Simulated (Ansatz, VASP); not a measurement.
## One calculation of SnO2, two programs

File INCAR:

```
SYSTEM = SnO2
PREC = Accurate
ENCUT = 520
EDIFF = 1E-6
ISMEAR = -1
SIGMA = 0.02
LREAL = .FALSE.
LASPH = .TRUE.
NELM = 100
ALGO = Normal
ISIF = 2
LWAVE = .FALSE.
LCHARG = .FALSE.
GGA = PE
IBRION = 2
NSW = 80
EDIFFG = -0.02
```

File KPOINTS:

```
Automatic mesh
0
G
  7 7 9
  0 0 0
```

Contents of POSCAR:

```
SnO2
1.0
    4.8003492553      0.0000000000      0.0000000000
    0.0000000000      4.8003492553      0.0000000000
    0.0000000000      0.0000000000      3.2284324403
Sn O
2 4
Direct
    0.0000000000      0.0000000000      0.0000000000
    0.5000000000      0.5000000000      0.5000000000
    0.3053957314      0.3053957314      0.0000000000
    0.1946042686      0.8053957314      0.5000000000
    0.6946042686      0.6946042686      0.0000000000
    0.8053957314      0.1946042686      0.5000000000
```

Input for Ansatz:

```yaml
crystal:
  lattice:
    - [4.8003492553, 0.0, 0.0]
    - [0.0, 4.8003492553, 0.0]
    - [0.0, 0.0, 3.2284324403]
  atoms:
    - { symbol: Sn, position: [0.0, 0.0, 0.0] }
    - { symbol: Sn, position: [0.5, 0.5, 0.5] }
    - { symbol: O, position: [0.3053957314, 0.3053957314, 0.0] }
    - { symbol: O, position: [0.1946042686, 0.8053957314, 0.5] }
    - { symbol: O, position: [0.6946042686, 0.6946042686, 0.0] }
    - { symbol: O, position: [0.8053957314, 0.1946042686, 0.5] }
kpoints:
  mp_grid: { grid: [7, 7, 9] }
scf:
  occupations: { method: fermi_dirac, width: 0.02 }
hamiltonian:
  xc: pbe
  pseudopotentials: { kind: paw }
output:
  forces: true
  stress: true
  populations: true
  efg:
    quadrupole_moments_barn: { Sn: -0.132, O: -0.02558 }
    contact_densities: true
relax:
  f_tol: 0.02
  max_steps: 60
```

Change from the starting cell: volume scaled by 1.04, ions relaxed.

Alike in both runs: task relaxation of the atoms; functional PBE; k mesh 7 × 7 × 9; occupations fermi-dirac, width 0.02 eV; no spin polarisation.

|  | VASP | Ansatz |
| --- | --- | --- |
| version | VASP 6.6.1 | Ansatz 0.2.0 |
| potentials or method | VASP PAW PBE potentials, release 64 (Sn_d, O) | plane-wave PAW, scalar-relativistic |
| plane-wave cutoff (eV) | 520 | 420 |
| valence electrons in the cell | 52 | 52 |

VASP gave:

| Property | Result |
| --- | --- |
| gap on the k mesh at the Fermi level, each at its own relaxed structure (eV) | 0.81 |

Question: What did Ansatz give for the same quantities?

Answer: gap on the k mesh at the Fermi level, each at its own relaxed structure (eV): 0.82.

Ansatz's warnings: stress scf threshold loose.
